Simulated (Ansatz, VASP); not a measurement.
# Se: VASP beside Ansatz

```xyz
3
Lattice="4.0681 0.0000 0.0000 -2.0341 3.5231 0.0000 0.0000 0.0000 5.1277" Properties=species:S:1:pos:R:3 pbc="T T T"
Se    1.0062    0.0000    1.7092
Se   -0.5031    0.8714    3.4185
Se    1.5310    2.6517    0.0000
```

Alike in both runs: functional PBE; dispersion D3(BJ); k mesh 12 × 12 × 8; occupations gaussian, width 0.02 eV; no spin polarisation.

Ansatz relaxed the structure, and its values are those at the end. VASP's run is a single point on that final structure, the one shown.

```csv
,VASP,Ansatz
version,VASP 6.6.1,Ansatz 0.2.0
potentials or method,"VASP PAW PBE potentials, release 64 (Se), cutoff 520 eV","scalar-relativistic, plane waves, PAW"
valence electrons in the cell,18,48
```

```tsv
	VASP	Ansatz	Ansatz less VASP
gap on the k mesh at the Fermi level (eV)	0.51	0.52	+0.010
least direct gap on the mesh (eV)	0.53	0.54	+0.010
pressure (GPa)	0.1	0.0	-0.10
rms of the force components (eV/Å)	0.011	0.001	-0.0094
```

VASP's potentials hold 18 valence electrons a cell and Ansatz's 48, so a difference there can come from the potentials and not from the codes.
